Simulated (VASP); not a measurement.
# YZnC2N2 (C2/m) in VASP: a series of runs

The runs below take YZnC2N2 through single point, relaxation of cell and atoms, with PBE.

Everything below comes from runs of VASP 6.6.1. Logs are shortened: lines on timing, memory, paths and dates and some standing lists are left out, and cuts for length are marked.

### Step 1. The cell of the first run

The structure is monoclinic, space group C2/m (No. 12). Conventional cell: a = 6.312 Å, b = 3.384 Å, c = 9.479 Å, α = 90.00°, β = 90.12°, γ = 90.00°. Y (site symmetry 2/m) has 4 N at 2.40 Å within 3.2 Å. Zn (site symmetry 2/m) has 2 C at 1.84 Å within 2.4 Å. C (site symmetry m) has 1 N at 1.20 Å within 1.6 Å. Within 1.6 Å of N (site symmetry m) lie 1 C at 1.20 Å.

### Step 2. Single point, PBE

Contents of INCAR:

```
ALGO     = Normal         # electronic algorithm
EDIFF    = 1E-6           # SCF threshold, eV
ENCUT    = 520            # plane-wave cutoff, eV
GGA      = PE             # functional
ISIF     = 2              # what is computed and relaxed
ISMEAR   = 0              # smearing method
LASPH    = True           # aspherical terms in the spheres
LCHARG   = False          # write CHGCAR
LREAL    = False          # projectors in reciprocal space
LWAVE    = False          # write WAVECAR
NBANDS   = 30             # bands
NELM     = 100            # most SCF steps
PREC     = Accurate       # precision mode
SIGMA    = 0.1            # smearing width, eV
```

Contents of KPOINTS:

```
k-points
0
Gamma
  12 12 4
```

Contents of POSCAR:

```
YZnC2N2
1.0
    3.1560695018     -1.6919359845      0.0075572490
    3.1560695018      1.6919359845      0.0075572490
   -0.0427318678      0.0000000000      9.4791870524
Y Zn C N
1 1 2 2
Direct
    0.5000000000      0.5000000000      0.5000000000
    0.0000000000      0.0000000000      0.0000000000
    0.9998497420      0.9998497420      0.1943158710
    0.0001502580      0.0001502580      0.8056841290
   -0.0000301320     -0.0000301320      0.3210596036
    1.0000301320      1.0000301320      0.6789403964
```

Potentials or basis: VASP PAW PBE potentials, release 64 (Y_sv, Zn, C, N).

Run with:

```sh
cat potpaw_PBE.64/Y_sv/POTCAR potpaw_PBE.64/Zn/POTCAR potpaw_PBE.64/C/POTCAR potpaw_PBE.64/N/POTCAR > POTCAR
mpirun -np 1 vasp_std > vasp.out
```

OUTCAR:

```text
EDIFF = 1E-6
   ENCUT = 520
   GGA = PE
   ISIF = 2
   ISMEAR = 0
   LASPH = True
   LREAL = False
   NELM = 100
   PREC = Accurate

 ion  position               nearest neighbor table
   1  0.500  0.500  0.500-   6 2.40   6 2.40   5 2.40   5 2.40
   2  0.000  0.000  0.000-   3 1.84   4 1.84
   3  1.000  1.000  0.194-   5 1.20   2 1.84
   4  0.000  0.000  0.806-   6 1.20   2 1.84
   5  1.000  1.000  0.321-   3 1.20   1 2.40   1 2.40
   6  0.000  0.000  0.679-   4 1.20   1 2.40   1 2.40

  LATTYP: Found a base centered monoclinic cell.
 ALAT       =     6.3121570995
 B/A-ratio  =     0.5360880466
 C/A-ratio  =     1.5017502289
 COS(beta)  =    -0.0021134272

  Lattice vectors:

 A1 = (   3.1560695018,  -1.6919359845,   0.0075572490)
 A2 = (   3.1560695018,   1.6919359845,   0.0075572490)
 A3 = (  -0.0427318678,   0.0000000000,   9.4791870524)

Analysis of symmetry for initial positions (statically):
=====================================================================
 Subroutine PRICEL returns:
 Original cell was already a primitive cell.

 Routine SETGRP: Setting up the symmetry group for a
 base centered monoclinic supercell.

 Subroutine GETGRP returns: Found  4 space group operations
 (whereof  4 operations were pure point group operations)
 out of a pool of  4 trial point group operations.

The static configuration has the point symmetry C_2h.

Analysis of symmetry for dynamics (positions and initial velocities):
=====================================================================
 Subroutine PRICEL returns:
 Original cell was already a primitive cell.

 Routine SETGRP: Setting up the symmetry group for a
 base centered monoclinic supercell.

 Subroutine GETGRP returns: Found  4 space group operations
 (whereof  4 operations were pure point group operations)
 out of a pool of  4 trial point group operations.

The dynamic configuration has the point symmetry C_2h.

 Subroutine INISYM returns: Found  4 space group operations
 (whereof  4 operations are pure point group operations),
 and found     1 'primitive' translations

----------------------------------------------------------------------------------------

                                     Primitive cell

  volume of cell :     101.2363

[... 89 lines left out ...]
   ICHARG =      2    charge: 1-file 2-atom 10-const
   ISPIN  =      1    spin polarized calculation?
   LNONCOLLINEAR =      F non collinear calculations
   LSORBIT =      F    spin-orbit coupling
   LASPH  =      T    aspherical Exc in radial PAW
   ENCUT  =  520.0 eV  38.22 Ry    6.18 a.u.   6.66  6.66 17.63*2*pi/ulx,y,z
   NELM   =    100;   NELMIN=  2; NELMDL= -5     # of ELM steps
   EDIFF  = 0.1E-05   stopping-criterion for ELM
   LREAL  =      F    real-space projection
   EDIFFG = 0.1E-04   stopping-criterion for IOM
   NSW    =      0    number of steps for IOM
   IBRION =     -1    ionic relax: 0-MD 1-quasi-New 2-CG
   NFREE  =      0    steps in history (QN), initial steepest desc. (CG)
   ISIF   =      2    stress and relaxation
   ISYM   =      2    0-nonsym 1-usesym 2-fastsym
   POTIM  = 0.5000    time-step for ionic-motion
   TEBEG  =    0.0;   TEEND  =   0.0 temperature during run
   PSTRESS=    0.0 pullay stress
   NELECT =      41.0000    total number of electrons
   NUPDOWN=      -1.0000    fix difference up-down
   EMIN   =  10.00;   EMAX   =-10.00  energy-range for DOS
   EFERMI =   0.00;   METHOD = LEGACY
   ISMEAR =     0;   SIGMA  =   0.10  broadening in eV -4-tet -1-fermi 0-gaus
   EFERMI_NEDOS =   21; number of points for ismear=-14 and -15
   IALGO  =     38    algorithm
   IMIX   =      4    mixing-type and parameters
     AMIX     =   0.40;   BMIX     =  1.00
     AMIX_MAG =   1.60;   BMIX_MAG =  1.00
  volume/ion in A,a.u.               =      16.87       113.86
  Fermi-wavevector in a.u.,A,eV,Ry     =   1.211223  2.288879 19.960571  1.467061
  Thomas-Fermi vector in A             =   2.346745
   LORBIT       =      0    0 simple, 1 ext, 2 COOP (PROOUT), +10 PAW based schemes
   GGA     = PE    functional components
   LHFCALC =     F    Hartree Fock is set to
   AEXX    =    0.0000 exact exchange contribution
   IVDW    =     0    specifies the selected vdW correction
   LEPSILON=     F    determine dielectric tensor
   LRPA    =     F    only Hartree local field effects (RPA)
 non-spin polarized calculation
 Gauss-broadening in eV      SIGMA  =   0.10
  energy-cutoff  :      520.00
  volume of cell :      101.24
 maximum number of plane-waves:      2752
   NGX = 13   NGY = 13   NGZ = 35

 number of electron      40.9999995 magnetization

 Free energy of the ion-electron system (eV)
  ---------------------------------------------------
  ext. energy  EPLUGINS =         0.00000000
  ---------------------------------------------------
  free energy    TOTEN  =       -41.82716384 eV

  energy without entropy =      -41.82046883  energy(sigma->0) =      -41.82381633

 E-fermi :   2.8184     XC(G=0):  -9.2091

 val. band max:        2.8058425304   @ k =  -0.1667   0.1667   0.0000
 cond. band min:       2.8220648204   @ k =  -0.0833  -0.3333   0.2500
 fundamental gap:      0.0162222900
 Fermi energy:         2.8183791397

 k-point     1 :       0.0000    0.0000    0.0000
  band No.  band energies     occupation
      1     -40.4172      2.00000
      2     -20.7636      2.00000
      3     -20.1927      2.00000
      4     -20.0698      2.00000
      5     -16.9155      2.00000
      6     -16.6288      2.00000
[... 781 lines left out ...]
     29       7.9078      0.00000
     30       8.9288      0.00000

 [... further k-points ...]
[... 5 lines left out ...]
  --------------------------------------------------------------------------------------
  -------------------------------------------------------------------------------------
  Total       -0.0643707     -0.0783460      0.8112210      0.0000000      0.0000000      0.0003528
  in kB       -1.0187379     -1.2399134     12.8384769      0.0000000      0.0000000      0.0055836
  external PRESSURE =       3.5266086 kB  Pullay stress =       0.0000000 kB

 VOLUME and BASIS-vectors are now :
 -----------------------------------------------------------------------------
  energy-cutoff  :      520.00
  volume of cell :      101.24
      direct lattice vectors                 reciprocal lattice vectors
     3.156069502 -1.691935984  0.007557249     0.158423191 -0.295519455  0.000714167
     3.156069502  1.691935984  0.007557249     0.158423191  0.295519455  0.000714167
    -0.042731868  0.000000000  9.479187052    -0.000252605  0.000000000  0.105493140

 POSITION                                       TOTAL-FORCE (eV/Angst)
 -----------------------------------------------------------------------------------
      3.13470      0.00000      4.74715         0.000000      0.000000      0.000000
      0.00000      0.00000      0.00000         0.000000      0.000000      0.000000
      6.30289      0.00000      1.85707         0.001986      0.000000     -0.185815
     -0.03348      0.00000      7.63723        -0.001986      0.000000      0.185815
      6.29823      0.00000      3.05850        -0.001594      0.000000      0.255742
     -0.02882      0.00000      6.43580         0.001594      0.000000     -0.255742
 -----------------------------------------------------------------------------------
    total drift:                               -0.000000     -0.000000      0.000000

  FREE ENERGIE OF THE ION-ELECTRON SYSTEM (eV)
  ---------------------------------------------------
  free  energy   TOTEN  =       -41.8271638352 eV

  energy  without entropy=      -41.8204688318  energy(sigma->0) =      -41.82381633
```

Run time: 7 min. Hardware: 1 thread of AMD EPYC 7R13 (Zen 3), shared host; peak memory 0.61 GiB.

What came out:

| Quantity | Value |
| --- | --- |
| Free energy | -41.8272 eV |
| Pressure | 0.4 GPa |
| Largest force | 0.256 eV/Å |
| Band gap on the k mesh | zero (an odd number of electrons rules out a gap without spin polarisation) |

Forces on the atoms (eV/Å):
```
Y    0.000  0.000  0.000
Zn   0.000  0.000  0.000
C    0.002  0.000 -0.186
C   -0.002  0.000  0.186
N   -0.002  0.000  0.256
N    0.002  0.000 -0.256
```

### Step 3. Relaxation of cell and atoms, PBE

This run uses another cell than the first one, of 16.81 Å³/atom.

Contents of INCAR:

```
PREC = Accurate ; ENCUT = 600
EDIFF = 1E-6 ; ISMEAR = 0
SIGMA = 0.1 ; LREAL = F
LASPH = T ; NELM = 60
ALGO = Normal ; ISIF = 3
LWAVE = F ; LCHARG = F
GGA = PE ; IBRION = 2
NSW = 100 ; EDIFFG = -0.01
```

Contents of KPOINTS:

```
Automatic mesh
0
Gamma
  12 12 4
```

Contents of POSCAR:

```
YZnC2N2
1.0
    3.1350652449     -1.6999914468      0.0000000000
    3.1350652449      1.6999914468      0.0000000000
   -0.0651076119      0.0000000000      9.4633582285
Y Zn C N
1 1 2 2
Direct
    0.5000000000      0.5000000000      0.5000000000
    0.0000000000      0.0000000000      0.0000000000
    0.9999885810      0.9999885810      0.1945667093
    0.0000114190      0.0000114190      0.8054332907
    0.0003686991      0.0003686991      0.3216767191
    0.9996313009      0.9996313009      0.6783232809
```

Potentials or basis: VASP PAW PBE potentials, release 64 (Y_sv, Zn, C, N).

Run with:

```sh
cat potpaw_PBE.64/Y_sv/POTCAR potpaw_PBE.64/Zn/POTCAR potpaw_PBE.64/C/POTCAR potpaw_PBE.64/N/POTCAR > POTCAR
mpirun -np 1 vasp_std > vasp.out
```

OUTCAR:

```text
PREC = Accurate
   ENCUT = 600
   EDIFF = 1E-6
   ISMEAR = 0
   LREAL = F
   LASPH = T
   NELM = 60
   ISIF = 3
   GGA = PE
   IBRION = 2
   NSW = 100
   EDIFFG = -0.01

 ion  position               nearest neighbor table
   1  0.500  0.500  0.500-   5 2.40   5 2.40   6 2.40   6 2.40
   2  0.000  0.000  0.000-   3 1.84   4 1.84
   3  1.000  1.000  0.195-   5 1.20   2 1.84
   4  0.000  0.000  0.805-   6 1.20   2 1.84
   5  0.000  0.000  0.322-   3 1.20   1 2.40   1 2.40
   6  1.000  1.000  0.678-   4 1.20   1 2.40   1 2.40

  LATTYP: Found a base centered monoclinic cell.
 ALAT       =     6.2701304898
 B/A-ratio  =     0.5422507393
 C/A-ratio  =     1.5093118413
 COS(beta)  =    -0.0068798062

  Lattice vectors:

 A1 = (   3.1350652449,  -1.6999914468,   0.0000000000)
 A2 = (   3.1350652449,   1.6999914468,   0.0000000000)
 A3 = (  -0.0651076119,   0.0000000000,   9.4633582285)

Analysis of symmetry for initial positions (statically):
=====================================================================
 Subroutine PRICEL returns:
 Original cell was already a primitive cell.

 Routine SETGRP: Setting up the symmetry group for a
 base centered monoclinic supercell.

 Subroutine GETGRP returns: Found  4 space group operations
 (whereof  4 operations were pure point group operations)
 out of a pool of  4 trial point group operations.

The static configuration has the point symmetry C_2h.

Analysis of symmetry for dynamics (positions and initial velocities):
=====================================================================
 Subroutine PRICEL returns:
 Original cell was already a primitive cell.

 Routine SETGRP: Setting up the symmetry group for a
 base centered monoclinic supercell.

 Subroutine GETGRP returns: Found  4 space group operations
 (whereof  4 operations were pure point group operations)
 out of a pool of  4 trial point group operations.
[... 143 lines left out ...]
  energy-cutoff  :      600.00
  volume of cell :      100.87
 maximum number of plane-waves:      3395
   NGX = 15   NGY = 15   NGZ = 37

--------------------------------------- Ionic step        1  -------------------------------------------

 number of electron      40.9999999 magnetization

 Free energy of the ion-electron system (eV)
  ---------------------------------------------------
  ext. energy  EPLUGINS =         0.00000000
  ---------------------------------------------------
  free energy    TOTEN  =       -41.83226601 eV

  energy without entropy =      -41.82538012  energy(sigma->0) =      -41.82882306

------------------------ aborting loop because EDIFF is reached ----------------------------------------

  FORCE on cell =-STRESS in cart. coord.  units (eV):
  Direction    XX          YY          ZZ          XY          YZ          ZX
  --------------------------------------------------------------------------------------
  -------------------------------------------------------------------------------------
  Total        0.0211942     -0.2242222      0.5683517      0.0000000      0.0000000      0.0074514
  in kB        0.3366342     -3.5613983      9.0273268      0.0000000      0.0000000      0.1183526
  external PRESSURE =       1.9341876 kB  Pullay stress =       0.0000000 kB
[... 101 lines left out ...]
  FREE ENERGIE OF THE ION-ELECTRON SYSTEM (eV)
  ---------------------------------------------------
  free  energy   TOTEN  =       -41.8325888130 eV

  energy  without entropy=      -41.8256629663  energy(sigma->0) =      -41.82912589

[... ionic steps 4 to 21 ...]

--------------------------------------- Ionic step       22  -------------------------------------------

 number of electron      41.0000000 magnetization

------------------------ aborting loop because EDIFF is reached ----------------------------------------
[... 75 lines left out ...]
--------------------------------------- Ionic step       24  -------------------------------------------

 number of electron      41.0000000 magnetization

 Free energy of the ion-electron system (eV)
  ---------------------------------------------------
  ext. energy  EPLUGINS =         0.00000000
  ---------------------------------------------------
  free energy    TOTEN  =       -41.83330225 eV

  energy without entropy =      -41.82649580  energy(sigma->0) =      -41.82989903

 E-fermi :   2.8351     XC(G=0):  -9.2341

 val. band max:        2.8308749235   @ k =   0.4167   0.4167  -0.0000
 cond. band min:       2.8352797063   @ k =  -0.0833  -0.3333   0.2500
 fundamental gap:      0.0044047828
 Fermi energy:         2.8351388011

 k-point     1 :       0.0000    0.0000    0.0000
  band No.  band energies     occupation
      1     -40.3804      2.00000
      2     -20.7300      2.00000
      3     -20.1539      2.00000
      4     -20.0285      2.00000
      5     -16.8658      2.00000
      6     -16.5748      2.00000
[... 637 lines left out ...]
     23       4.4455      0.00000
     24       4.5091      0.00000

 [... further k-points ...]
[... 5 lines left out ...]
  --------------------------------------------------------------------------------------
  -------------------------------------------------------------------------------------
  Total        0.0191808     -0.0115170     -0.0306318      0.0000000      0.0000000      0.0109720
  in kB        0.3049424     -0.1831005     -0.4869947      0.0000000      0.0000000      0.1744364
  external PRESSURE =      -0.1217176 kB  Pullay stress =       0.0000000 kB
[... 21 lines left out ...]
  FREE ENERGIE OF THE ION-ELECTRON SYSTEM (eV)
  ---------------------------------------------------
  free  energy   TOTEN  =       -41.8333022470 eV

  energy  without entropy=      -41.8264958030  energy(sigma->0) =      -41.82989903

 reached required accuracy - stopping structural energy minimisation
```

OSZICAR:

```text
N       E                     dE             d eps       ncg     rms          rms(c)
DAV:   1     0.343588584175E+03    0.34359E+03   -0.21962E+04  7872   0.196E+03
DAV:   2    -0.767211900626E+01   -0.35126E+03   -0.34648E+03  9200   0.448E+02
DAV:   3    -0.456835168369E+02   -0.38011E+02   -0.37730E+02 11320   0.141E+02
[... 146 lines left out ...]
       N       E                     dE             d eps       ncg     rms          rms(c)
DAV:   1    -0.418333137709E+02   -0.24364E-04   -0.16055E-03  7872   0.311E-01    0.281E-02
DAV:   2    -0.418333063465E+02    0.74243E-05   -0.50993E-05 10984   0.102E-01    0.159E-02
DAV:   3    -0.418333030075E+02    0.33390E-05   -0.10766E-05 10616   0.395E-02    0.782E-03
DAV:   4    -0.418333022470E+02    0.76055E-06   -0.26685E-06  7224   0.194E-02
  24 F= -.41833302E+02 E0= -.41829899E+02  d E =-.280484E-04
```

CONTCAR:

```text
YZnC2N2
   1.00000000000000
     3.1408884412167764   -1.6911219340867134    0.0022779141550173
     3.1408884412167764    1.6911219340867134    0.0022779141550173
    -0.0583425925617966    0.0000000000000000    9.4863593279705203
  Y               Zn              C               N
     1     1     2     2
Direct
     0.5000000000000000    0.5000000000000000    0.5000000000000000
     0.0000000000000000    0.0000000000000000    0.0000000000000000
     0.0000526999465816    0.0000526999465816    0.1945409801369915
     0.9999473000534185    0.9999473000534185    0.8054590198630088
     0.0002965421266255    0.0002965421266255    0.3214696860267267
     0.9997034578733746    0.9997034578733746    0.6785303139732730

  0.00000000E+00  0.00000000E+00  0.00000000E+00
  0.00000000E+00  0.00000000E+00  0.00000000E+00
  0.00000000E+00  0.00000000E+00  0.00000000E+00
  0.00000000E+00  0.00000000E+00  0.00000000E+00
  0.00000000E+00  0.00000000E+00  0.00000000E+00
  0.00000000E+00  0.00000000E+00  0.00000000E+00
```

Run time: 29 min. Hardware: 1 thread of Intel Xeon 6975P-C (Granite Rapids), shared host; peak memory 0.71 GiB.

Results:

- Free energy: -41.8333 eV
- Relaxed volume: 16.80 Å³/atom
- Relaxed cell: a = 3.567 Å, b = 3.567 Å, c = 9.487 Å, α = 90.27°, β = 90.27°, γ = 56.60°
- Space group after relaxing (to 0.1 Å): Cmmm (No. 65)
- Energy gained by relaxing: 0.2 meV/atom
- Ionic steps: 24
- Pressure after relaxing: 0.0 GPa
- Largest force after relaxing: 0.004 eV/Å
- Band gap on the k mesh: zero (an odd number of electrons rules out a gap without spin polarisation)

Forces on the atoms (eV/Å):
```
Y    0.000  0.000  0.000
Zn   0.000  0.000  0.000
C    0.000  0.000 -0.004
C    0.000  0.000  0.004
N    0.000  0.000  0.000
N    0.000  0.000  0.000
```

Step by step:
```csv
step,energy change (eV),largest force (eV/Å),pressure (GPa),volume (Å³)
1,0.0000,0.1465,0.19,100.87
2,0.0177,1.1866,-1.82,101.17
3,-0.0003,0.0840,-0.06,100.91
4,-0.0007,0.0267,-0.14,100.89
5,-0.0007,0.0147,-0.14,100.89
6,-0.0008,0.0706,0.09,100.71
7,-0.0008,0.0625,0.04,100.73
8,-0.0009,0.0156,0.05,100.68
9,-0.0009,0.0164,0.04,100.68
10,-0.0009,0.0178,0.02,100.68
11,-0.0009,0.0206,0.01,100.70
12,-0.0010,0.0265,-0.04,100.73
13,-0.0010,0.0382,-0.11,100.78
14,-0.0010,0.0338,-0.08,100.78
15,-0.0010,0.0227,-0.06,100.78
16,-0.0010,0.0189,-0.05,100.79
17,-0.0010,0.0245,-0.04,100.79
18,-0.0010,0.0370,-0.02,100.79
19,-0.0010,0.0310,-0.03,100.79
20,-0.0010,0.0277,-0.04,100.79
21,-0.0010,0.0260,-0.03,100.79
22,-0.0010,0.0238,-0.02,100.79
23,-0.0010,0.0179,-0.04,100.78
24,-0.0010,0.0043,-0.01,100.78
```

Final structure:
```
CELL_PARAMETERS angstrom
3.14089 -1.69112 0.00228
3.14089 1.69112 0.00228
-0.05834 0.00000 9.48636
ATOMIC_POSITIONS crystal
Y 0.50000 0.50000 0.50000
Zn 0.00000 0.00000 0.00000
C 0.00005 0.00005 0.19454
C 0.99995 0.99995 0.80546
N 0.00030 0.00030 0.32147
N 0.99970 0.99970 0.67853
```
